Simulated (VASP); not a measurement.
# Ge in VASP: a series of runs

Ge is run at these levels: PBE; tasks: single point.

Everything below comes from runs of VASP 6.6.1. Logs are shortened: lines on timing, memory, paths and dates and some standing lists are left out, and cuts for length are marked.

## 1. The cell of the first run

Symmetry: I4_1/amd, No. 141, tetragonal system. The conventional cell has a = 3.991 Å, b = 3.991 Å, c = 5.829 Å, α = 90.00°, β = 90.00°, γ = 90.00°. Within 3.3 Å of Ge (site symmetry -4m2) lie 4 Ge at 2.47 Å.

## 2. Single point, PBE (biaxial strain in the a-b plane: -2.0 %)

File INCAR:

```
SYSTEM = Ge
  ALGO = Normal
  EDIFF = 1E-7
  ENCUT = 520
  GGA = PE
  ISIF = 2
  ISMEAR = 0
  LASPH = .TRUE.
  LCHARG = .FALSE.
  LREAL = .FALSE.
  LWAVE = .FALSE.
  NBANDS = 36
  NELM = 100
  PREC = Accurate
  SIGMA = 0.1
```

File KPOINTS:

```
k-points
0
G
  14 14 10
  0 0 0
```

File POSCAR:

```
Ge
1.0
    2.8222195404      2.8222195404      0.0000000000
   -2.8222195404      2.8222195404      0.0000000000
    0.0000000000      0.0000000000      5.8287472957
Ge
4
Direct
    0.5000000000      0.5000000000      0.5000000000
    0.5000000000      0.0000000000      0.2500000000
    0.0000000000      0.0000000000      0.0000000000
    0.0000000000      0.5000000000      0.7500000000
```

Potentials or basis: VASP PAW PBE potentials, release 64 (Ge_d).

Started as:

```console
cat potpaw_PBE.64/Ge_d/POTCAR > POTCAR
mpirun -np 1 vasp_std > vasp.out
```

OUTCAR:

```text
SYSTEM = Ge
   EDIFF = 1E-7
   ENCUT = 520
   GGA = PE
   ISIF = 2
   ISMEAR = 0
   LASPH = .TRUE.
   LREAL = .FALSE.
   NELM = 100
   PREC = Accurate

 ion  position               nearest neighbor table
   1  0.500  0.500  0.500-   2 2.47   4 2.47   2 2.47   4 2.47
   2  0.500  0.000  0.250-   1 2.47   3 2.47   1 2.47   3 2.47
   3  0.000  0.000  0.000-   2 2.47   4 2.47   4 2.47   2 2.47
   4  0.000  0.500  0.750-   1 2.47   3 2.47   3 2.47   1 2.47

  LATTYP: Found a simple tetragonal cell.
 ALAT       =     3.9912211500
 C/A-ratio  =     1.4603919644

  Lattice vectors:

 A1 = (   2.8222195404,   2.8222195404,   0.0000000000)
 A2 = (  -2.8222195404,   2.8222195404,   0.0000000000)
 A3 = (   0.0000000000,   0.0000000000,   5.8287472957)

Analysis of symmetry for initial positions (statically):
=====================================================================
 Subroutine PRICEL returns following result:

  LATTYP: Found a body centered tetragonal cell.
 ALAT       =     3.9912211500
 C/A-ratio  =     1.4603919644

  Lattice vectors:

 A1 = (   2.8222195404,   0.0000000000,  -2.9143736479)
 A2 = (  -2.8222195404,   0.0000000000,  -2.9143736479)
 A3 = (   0.0000000000,   2.8222195404,   2.9143736479)

   2 primitive cells build up your supercell.

 Routine SETGRP: Setting up the symmetry group for a
 simple tetragonal supercell.

 Subroutine GETGRP returns: Found 16 space group operations
 (whereof  8 operations were pure point group operations)
 out of a pool of 16 trial point group operations.

The static configuration has the point symmetry D_2d.
 The point group associated with its full space group is D_4h.

Analysis of symmetry for dynamics (positions and initial velocities):
=====================================================================
 Subroutine PRICEL returns following result:

  LATTYP: Found a body centered tetragonal cell.
 ALAT       =     3.9912211500
 C/A-ratio  =     1.4603919644

  Lattice vectors:

 A1 = (   2.8222195404,   0.0000000000,  -2.9143736479)
 A2 = (  -2.8222195404,   0.0000000000,  -2.9143736479)
 A3 = (   0.0000000000,   2.8222195404,   2.9143736479)

   2 primitive cells build up your supercell.

 Routine SETGRP: Setting up the symmetry group for a
 simple tetragonal supercell.

 Subroutine GETGRP returns: Found 16 space group operations
 (whereof  8 operations were pure point group operations)
 out of a pool of 16 trial point group operations.

The dynamic configuration has the point symmetry D_2d.
 The point group associated with its full space group is D_4h.

 Subroutine INISYM returns: Found 16 space group operations
 (whereof  8 operations are pure point group operations),
 and found     2 'primitive' translations

----------------------------------------------------------------------------------------

                                     Primitive cell

  volume of cell :      46.4255

  direct lattice vectors                    reciprocal lattice vectors
     2.822219540  0.000000000 -2.914373648     0.177165523  0.177165523 -0.171563451
    -2.822219540  0.000000000 -2.914373648    -0.177165523  0.177165523 -0.171563451
     0.000000000  2.822219540  2.914373648     0.000000000  0.354331045  0.000000000

  length of vectors
     4.056907306  4.056907306  4.056907306     0.303659781  0.303659781  0.354331045

  position of ions in fractional coordinates (direct lattice)
     0.000000000  0.000000000  1.000000000
     0.250000000  0.750000000  0.500000000

  ion indices of the primitive-cell ions
   primitive index   ion index
                 1           1
                 2           2

----------------------------------------------------------------------------------------

 KPOINTS: k-points

Automatic generation of k-mesh.
 Grid dimensions read from file:
 generate k-points for:   14   14   10

 Generating k-lattice:

  Cartesian coordinates                     Fractional coordinates (reciprocal lattice)
     0.012654680  0.012654680  0.000000000     0.071428571  0.000000000  0.000000000
    -0.012654680  0.012654680  0.000000000     0.000000000  0.071428571  0.000000000
     0.000000000  0.000000000  0.017156345     0.000000000  0.000000000  0.100000000

  Length of vectors
     0.017896420  0.017896420  0.017156345

  Shift w.r.t. Gamma in fractional coordinates (k-lattice)
     0.000000000  0.000000000  0.000000000

 Subroutine IBZKPT returns following result:
 ===========================================

 Found    216 irreducible k-points:

 Following reciprocal coordinates:
            Coordinates               Weight
  0.000000  0.000000  0.000000      1.000000
  0.071429  0.000000  0.000000      4.000000
  0.142857  0.000000  0.000000      4.000000
  0.214286  0.000000  0.000000      4.000000
  0.285714  0.000000  0.000000      4.000000
  0.357143  0.000000  0.000000      4.000000
[... 16 lines left out ...]
  0.285714  0.214286  0.000000      8.000000
  0.357143  0.214286  0.000000      8.000000
 [... further k-points ...]
   k-points           NKPTS =    216   k-points in BZ     NKDIM =    216   number of bands    NBANDS=     36
   number of dos      NEDOS =    301   number of ions     NIONS =      4
   total plane-waves  NPLWV =  43200
   dimension x,y,z NGX =    30 NGY =   30 NGZ =   48
   dimension x,y,z NGXF=    60 NGYF=   60 NGZF=   96
   ions per type =               4
   NGX,Y,Z   is equivalent  to a cutoff of  12.50, 12.50, 13.69 a.u.
   NGXF,Y,Z  is equivalent  to a cutoff of  24.99, 24.99, 27.38 a.u.
 SYSTEM =  Ge
   PREC   = accura    normal or accurate (medium, high low for compatibility)
   ISTART =      0    job   : 0-new  1-cont  2-samecut
   ICHARG =      2    charge: 1-file 2-atom 10-const
   ISPIN  =      1    spin polarized calculation?
   LNONCOLLINEAR =      F non collinear calculations
   LSORBIT =      F    spin-orbit coupling
   LASPH  =      T    aspherical Exc in radial PAW
   ENCUT  =  520.0 eV  38.22 Ry    6.18 a.u.   7.42  7.42 10.84*2*pi/ulx,y,z
   NELM   =    100;   NELMIN=  2; NELMDL= -5     # of ELM steps
   EDIFF  = 0.1E-06   stopping-criterion for ELM
   LREAL  =      F    real-space projection
   EDIFFG = 0.1E-05   stopping-criterion for IOM
   NSW    =      0    number of steps for IOM
   IBRION =     -1    ionic relax: 0-MD 1-quasi-New 2-CG
   NFREE  =      0    steps in history (QN), initial steepest desc. (CG)
   ISIF   =      2    stress and relaxation
   ISYM   =      2    0-nonsym 1-usesym 2-fastsym
   POTIM  = 0.5000    time-step for ionic-motion
   TEBEG  =    0.0;   TEEND  =   0.0 temperature during run
   PSTRESS=    0.0 pullay stress
   NELECT =      56.0000    total number of electrons
   NUPDOWN=      -1.0000    fix difference up-down
   EMIN   =  10.00;   EMAX   =-10.00  energy-range for DOS
   EFERMI =   0.00;   METHOD = LEGACY
   ISMEAR =     0;   SIGMA  =   0.10  broadening in eV -4-tet -1-fermi 0-gaus
   EFERMI_NEDOS =   21; number of points for ismear=-14 and -15
   IALGO  =     38    algorithm
   IMIX   =      4    mixing-type and parameters
     AMIX     =   0.40;   BMIX     =  1.00
     AMIX_MAG =   1.60;   BMIX_MAG =  1.00
  volume/ion in A,a.u.               =      23.21       156.65
  Fermi-wavevector in a.u.,A,eV,Ry     =   1.383169  2.613810 26.030073  1.913156
  Thomas-Fermi vector in A             =   2.507792
   LORBIT       =      0    0 simple, 1 ext, 2 COOP (PROOUT), +10 PAW based schemes
   GGA     = PE    functional components
   LHFCALC =     F    Hartree Fock is set to
   AEXX    =    0.0000 exact exchange contribution
   IVDW    =     0    specifies the selected vdW correction
   LEPSILON=     F    determine dielectric tensor
   LRPA    =     F    only Hartree local field effects (RPA)
 non-spin polarized calculation
 Gauss-broadening in eV      SIGMA  =   0.10
  energy-cutoff  :      520.00
  volume of cell :       92.85
 maximum number of plane-waves:      2541
 NGX is ok and might be reduce to    30
   NGX = 15   NGY = 15   NGZ = 21

 number of electron      55.9999991 magnetization

 Free energy of the ion-electron system (eV)
  ---------------------------------------------------
  ext. energy  EPLUGINS =         0.00000000
  ---------------------------------------------------
  free energy    TOTEN  =       -18.04477134 eV

  energy without entropy =      -18.04435018  energy(sigma->0) =      -18.04456076

 E-fermi :   4.8261     XC(G=0):  -9.8082

 val. band max:        4.8109224480   @ k =   0.0714   0.0000   0.0000
 cond. band min:       4.8358887771   @ k =   0.0000   0.0000   0.0000
 fundamental gap:      0.0249663291
 Fermi energy:         4.8261213115

 k-point     1 :       0.0000    0.0000    0.0000
  band No.  band energies     occupation
      1     -20.0674      2.00000
      2     -20.0674      2.00000
      3     -20.0325      2.00000
      4     -20.0325      2.00000
      5     -20.0256      2.00000
      6     -19.9970      2.00000
[... 28 lines left out ...]
     35      11.1196      0.00000
     36      13.8253      0.00000

 k-point     2 :       0.0714    0.0000    0.0000
  band No.  band energies     occupation
      1     -20.0697      2.00000
      2     -20.0675      2.00000
      3     -20.0351      2.00000
      4     -20.0321      2.00000
      5     -20.0265      2.00000
      6     -19.9952      2.00000
[... 28 lines left out ...]
     35      11.3510      0.00000
     36      13.7290      0.00000

 k-point     3 :       0.1429    0.0000    0.0000
  band No.  band energies     occupation
      1     -20.0744      2.00000
      2     -20.0677      2.00000
      3     -20.0410      2.00000
      4     -20.0303      2.00000
      5     -20.0293      2.00000
      6     -19.9905      2.00000
[... 28 lines left out ...]
     35      11.9484      0.00000
     36      12.9338      0.00000
[... 742 lines left out ...]
 k-point    23 :       0.2857    0.2143    0.0000
  band No.  band energies     occupation
      1     -20.0766      2.00000
      2     -20.0746      2.00000
      3     -20.0503      2.00000
      4     -20.0433      2.00000
      5     -20.0314      2.00000
      6     -19.9642      2.00000
[... 28 lines left out ...]
     35      10.2265      0.00000
     36      10.4873      0.00000

 k-point    24 :       0.3571    0.2143    0.0000
  band No.  band energies     occupation
      1     -20.0743      2.00000
      2     -20.0724      2.00000
      3     -20.0563      2.00000
      4     -20.0490      2.00000
      5     -20.0213      2.00000
      6     -19.9666      2.00000
[... 28 lines left out ...]
     35      10.7878      0.00000
     36      11.5855      0.00000

 [... further k-points ...]
[... 5 lines left out ...]
  --------------------------------------------------------------------------------------
  -------------------------------------------------------------------------------------
  Total        1.4933411      1.4933411      0.1262303      0.0000000     -0.0000000      0.0000000
  in kB       25.7681239     25.7681239      2.1781472      0.0000000     -0.0000000      0.0000000
  external PRESSURE =      17.9047983 kB  Pullay stress =       0.0000000 kB

 VOLUME and BASIS-vectors are now :
 -----------------------------------------------------------------------------
  energy-cutoff  :      520.00
  volume of cell :       92.85
      direct lattice vectors                 reciprocal lattice vectors
     2.822219540  2.822219540  0.000000000     0.177165523  0.177165523  0.000000000
    -2.822219540  2.822219540  0.000000000    -0.177165523  0.177165523  0.000000000
     0.000000000  0.000000000  5.828747296     0.000000000  0.000000000  0.171563451

 POSITION                                       TOTAL-FORCE (eV/Angst)
 -----------------------------------------------------------------------------------
      0.00000      2.82222      2.91437        -0.000000     -0.000000     -0.000000
      1.41111      1.41111      1.45719         0.000000     -0.000000      0.000000
      0.00000      0.00000      0.00000         0.000000      0.000000     -0.000000
     -1.41111      1.41111      4.37156        -0.000000     -0.000000     -0.000000
 -----------------------------------------------------------------------------------
    total drift:                               -0.000000      0.000000      0.000000

  FREE ENERGIE OF THE ION-ELECTRON SYSTEM (eV)
  ---------------------------------------------------
  free  energy   TOTEN  =       -18.0447713418 eV

  energy  without entropy=      -18.0443501801  energy(sigma->0) =      -18.04456076
```

Wall time 6 min (1 thread of Intel Xeon 6975P-C (Granite Rapids), shared host); peak memory 0.57 GiB.

What came out:

```yaml
Free_energy: -18.0448 eV
Pressure: 1.8 GPa
Band_gap_on_the_k_mesh: zero (filled and empty bands touch)
```

Stress tensor (GPa, compression positive):
```
2.58 0.00 0.00
0.00 2.58 0.00
0.00 0.00 0.22
```

Caveat: the cell differs from its parent crystal (biaxial strain in the a-b plane: -2.0 %).

## 3. Single point, PBE (biaxial strain in the a-b plane: -2.0 %, then relaxed in part)

File INCAR:

```
  ALGO = Normal
  EDIFF = 1E-6
  ENCUT = 520
  GGA = PE
  ISIF = 2
  ISMEAR = 0
  LASPH = T
  LCHARG = T
  LELF = T
  LREAL = F
  LVHAR = T
  LWAVE = F
  NBANDS = 36
  NELM = 60
  PREC = Accurate
  SIGMA = 0.1
```

File KPOINTS:

```
k-points
0
Gamma
  14 14 10
```

Changes to POSCAR since step 2:

```diff
@@ -4,3 +4,3 @@
    -2.8222195404      2.8222195404      0.0000000000
-    0.0000000000      0.0000000000      5.8287472957
+    0.0000000000      0.0000000000      5.8430580279
 Ge
```

Potentials or basis: VASP PAW PBE potentials, release 64 (Ge_d).

Started as:

```console
cat potpaw_PBE.64/Ge_d/POTCAR > POTCAR
mpirun -np 1 vasp_std > vasp.out
```

Run time: 5 min. Hardware: 1 thread of Intel Xeon 6975P-C (Granite Rapids), shared host; peak memory 0.57 GiB.

It converged, with:

| Property | Result |
| --- | --- |
| Free energy | -18.0450 eV |
| Pressure | 1.6 GPa |
| Band gap on the k mesh | zero (band 28 reaches 4.82 eV, above the bottom of band 29 at 4.81 eV) |

Stress tensor (GPa, compression positive):
```
 2.48  0.00  0.00
 0.00  2.48  0.00
 0.00  0.00 -0.07
```

Levels at points of the mesh, in eV from the Fermi level:
```
           k point  band 26  band 27  band 28  band 29  band 30  band 31
(0.00, 0.00, 0.00)    -0.30    -0.26     0.02     0.02     0.90     0.90
(0.50, 0.00, 0.00)    -3.92    -1.36    -1.36     2.01     2.01     4.64
(0.50, 0.50, 0.00)    -3.13    -3.13    -3.13     0.63     0.63     0.63
(0.00, 0.00, 0.50)    -1.92    -1.92    -1.92     1.17     1.17     2.58
(0.50, 0.00, 0.50)    -1.59    -1.28    -1.28     0.01     0.01     3.58
(0.50, 0.50, 0.50)    -3.84    -3.84    -3.84     3.85     3.85     3.85
```

Caveat: the cell differs from its parent crystal (biaxial strain in the a-b plane: -2.0 %, then relaxed in part).

## 4. Single point, PBE (uniaxial strain along c: +2.0 %)

File INCAR:

```
SYSTEM = Ge
  ALGO = Normal
  EDIFF = 1E-6
  ENCUT = 520
  GGA = PE
  ISIF = 2
  ISMEAR = 0
  LASPH = .True.
  LCHARG = .False.
  LREAL = .False.
  LWAVE = .False.
  NBANDS = 36
  NELM = 80
  PREC = Accurate
  SIGMA = 0.1
```

File KPOINTS:

```
k-points
0
Gamma
  14 14 10
  0 0 0
```

File POSCAR:

```
Ge
1.0
    2.8654167787      2.8654167787      0.0000000000
   -2.8654167787      2.8654167787      0.0000000000
    0.0000000000      0.0000000000      5.8748243502
Ge
4
Direct
    0.5000000000      0.5000000000      0.5000000000
    0.5000000000      0.0000000000      0.2500000000
    0.0000000000      0.0000000000      0.0000000000
    0.0000000000      0.5000000000      0.7500000000
```

Started as:

```console
cat potpaw_PBE.64/Ge_d/POTCAR > POTCAR
mpirun -np 1 vasp_std > vasp.out
```

Wall time 9.4 min (1 thread of Oxide Virtual Turin-like, shared host); peak memory 0.55 GiB.

Results (log left out):

| Property | Result |
| --- | --- |
| Free energy | -18.0647 eV |
| Pressure | -0.6 GPa |
| Band gap on the k mesh | zero (band 28 reaches 4.46 eV, above the bottom of band 29 at 4.38 eV) |

Stress tensor (GPa, compression positive):
```
 0.02  0.00  0.00
 0.00  0.02  0.00
 0.00  0.00 -1.72
```

Levels at points of the mesh, in eV from the Fermi level:
```csv
k point,band 24,band 25,band 26,band 27,band 28,band 29,band 30,band 31,band 32,band 33
"(0.00, 0.00, 0.00)",-2.76,-2.76,-0.55,-0.14,0.05,0.05,0.94,0.94,2.47,2.47
"(0.50, 0.00, 0.00)",-6.47,-3.68,-3.68,-1.30,-1.30,1.93,1.93,4.62,4.62,4.76
"(0.50, 0.50, 0.00)",-8.64,-2.93,-2.93,-2.93,-2.93,0.75,0.75,0.75,0.75,8.96
"(0.00, 0.00, 0.50)",-4.85,-1.81,-1.81,-1.81,-1.81,1.20,1.20,2.54,2.54,5.55
"(0.50, 0.00, 0.50)",-7.34,-1.43,-1.43,-1.22,-1.22,-0.03,-0.03,3.64,3.64,3.76
"(0.50, 0.50, 0.50)",-8.57,-3.63,-3.63,-3.63,-3.63,3.86,3.86,3.86,3.86,4.50
```

Caveat: the cell differs from its parent crystal (uniaxial strain along c: +2.0 %).

## 5. Single point, PBE (uniaxial strain along c: +2.0 %, then relaxed in part)

File INCAR:

```
PREC = Accurate ; ENCUT = 520
EDIFF = 1E-6 ; ISMEAR = 0
SIGMA = 0.1 ; LREAL = False
LASPH = True ; NELM = 80
ALGO = Normal ; ISIF = 2
LWAVE = False ; LCHARG = True
GGA = PE ; LELF = True
LVHAR = True ; NBANDS = 36
```

File KPOINTS:

```
Automatic mesh
0
Gamma
  14 14 10
```

Changes to POSCAR since step 4:

```diff
@@ -2,4 +2,4 @@
 1.0
-    2.8654167787      2.8654167787      0.0000000000
-   -2.8654167787      2.8654167787      0.0000000000
+    2.8666179611      2.8666179611      0.0000000000
+   -2.8666179611      2.8666179611      0.0000000000
     0.0000000000      0.0000000000      5.8748243502
```

Started as:

```console
cat potpaw_PBE.64/Ge_d/POTCAR > POTCAR
mpirun -np 1 vasp_std > vasp.out
```

Wall time 9.4 min (1 thread of Oxide Virtual Turin-like, shared host); peak memory 0.55 GiB.

Results (log left out):

- Free energy: -18.0647 eV
- Pressure: -0.6 GPa
- Band gap on the k mesh: zero (band 28 reaches 4.45 eV, above the bottom of band 29 at 4.38 eV)

Stress tensor (GPa, compression positive):
```
-0.04  0.00  0.00
 0.00 -0.04  0.00
 0.00  0.00 -1.75
```

Levels at points of the mesh, in eV from the Fermi level:
| k point | band 26 | band 27 | band 28 | band 29 | band 30 | band 31 |
| --- | --- | --- | --- | --- | --- | --- |
| (0.00, 0.00, 0.00) | -0.56 | -0.14 | 0.05 | 0.05 | 0.94 | 0.94 |
| (0.50, 0.00, 0.00) | -3.67 | -1.30 | -1.30 | 1.92 | 1.92 | 4.62 |
| (0.50, 0.50, 0.00) | -2.92 | -2.92 | -2.92 | 0.75 | 0.75 | 0.75 |
| (0.00, 0.00, 0.50) | -1.81 | -1.81 | -1.81 | 1.20 | 1.20 | 2.54 |
| (0.50, 0.00, 0.50) | -1.43 | -1.22 | -1.22 | -0.03 | -0.03 | 3.64 |
| (0.50, 0.50, 0.50) | -3.62 | -3.62 | -3.62 | 3.86 | 3.86 | 3.86 |

Caveat: the cell differs from its parent crystal (uniaxial strain along c: +2.0 %, then relaxed in part).

[end of part 1 of 2]
